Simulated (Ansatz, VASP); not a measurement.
## NbRu3C: VASP beside Ansatz

```
CELL_PARAMETERS angstrom
4.01020 0.00000 0.00000
0.00000 4.01020 0.00000
0.00000 0.00000 4.01020
ATOMIC_POSITIONS crystal
Nb 0.00000 0.00000 0.00000
Ru 0.00000 0.50000 0.50000
Ru 0.50000 0.00000 0.50000
Ru 0.50000 0.50000 0.00000
C 0.50000 0.50000 0.50000
```

Alike in both runs: task single point; functional LDA; k mesh 6 × 6 × 6; no spin polarisation.

|  | VASP | Ansatz |
| --- | --- | --- |
| version | VASP 6.6.1 | Ansatz 0.2.0 |
| potentials or method | VASP PAW LDA potentials, release 64 (Nb_sv, Ru_pv, C), cutoff 520 eV | plane waves, PAW |
| occupations | fermi-dirac, width 0.1 eV | fermi-dirac |
| valence electrons in the cell | 59 | 65 |

Ansatz gave:

| Property | Result |
| --- | --- |
| pressure (GPa) | -5.6 |

Task: What did VASP give for the same quantities?

Result: Pressure (GPa): -5.0.

LDA's correlation is that of Perdew and Zunger in VASP and of Perdew and Wang (1992) in Ansatz. VASP's potentials hold 59 valence electrons a cell and Ansatz's 65, so a difference there can come from the potentials and not from the codes.
